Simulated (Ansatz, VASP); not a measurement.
## Si2W: VASP beside Ansatz

INCAR

```
SYSTEM = Si2W
PREC = Accurate ; ENCUT = 600
EDIFF = 1E-6 ; ISMEAR = 0
SIGMA = 0.05 ; LREAL = .FALSE.
LASPH = .TRUE. ; NELM = 100
ALGO = Normal ; ISIF = 3
LWAVE = .FALSE. ; LCHARG = .FALSE.
GGA = PS ; IBRION = 2
NSW = 80 ; EDIFFG = -0.01
```

KPOINTS

```
Automatic mesh
0
G
  10 10 10
  0 0 0
```

Contents of POSCAR:

```
Si2W
1.0
   -1.6146048753      1.6146048753      3.9611103416
    1.6146048753     -1.6146048753      3.9611103416
    1.6146048753      1.6146048753     -3.9611103416
Si W
2 1
Direct
    0.3330000000      0.3330000000      0.0000000000
    0.6670000000      0.6670000000      0.0000000000
    0.0000000000      0.0000000000      0.0000000000
```

Input for Ansatz:

```yaml
crystal:
  lattice:
    - [-1.6146048753, 1.6146048753, 3.9611103416]
    - [1.6146048753, -1.6146048753, 3.9611103416]
    - [1.6146048753, 1.6146048753, -3.9611103416]
  atoms:
    - { symbol: Si, position: [0.333, 0.333, 0.0] }
    - { symbol: Si, position: [0.667, 0.667, 0.0] }
    - { symbol: W, position: [0.0, 0.0, 0.0] }
basis:
  ecutwfc: 420
  ecutrho_ratio: 4
kpoints:
  mp_grid: { grid: [10, 10, 10] }
hamiltonian:
  xc: pbesol
scf:
  occupations: { method: gaussian, width: 0.05 }
output:
  forces: true
  stress: true
  eigenvalues: true
relax:
  f_tol: 0.01
  max_steps: 60
  cell: { stress_tol: 0.04 }
```

Alike in both runs: task relaxation of cell and atoms; functional PBEsol; k mesh 10 × 10 × 10; occupations gaussian, width 0.05 eV; no spin polarisation.

|  | VASP | Ansatz |
| --- | --- | --- |
| version | VASP 6.6.1 | Ansatz 0.2.0 |
| potentials or method | VASP PAW PBE potentials, release 64 (Si, W_sv), cutoff 600 eV | scalar-relativistic, plane waves, PAW |
| valence electrons in the cell | 22 | 22 |

|  | VASP | Ansatz | Ansatz less VASP |
| --- | --- | --- | --- |
| gap on the k mesh at the Fermi level, each at its own relaxed structure (eV) | none | none | - |
| relaxed volume (Å³/atom) | 13.39 | 13.36 | -0.023 |
| relaxed cell length with the largest relative difference (Å) | 4.518 | 4.516 | -0.0021 |

VASP's potentials were made for PBE, not for PBEsol. A gap of «none» marks a metal or a gap that the smearing closes.

Neither program's run includes spin-orbit coupling.
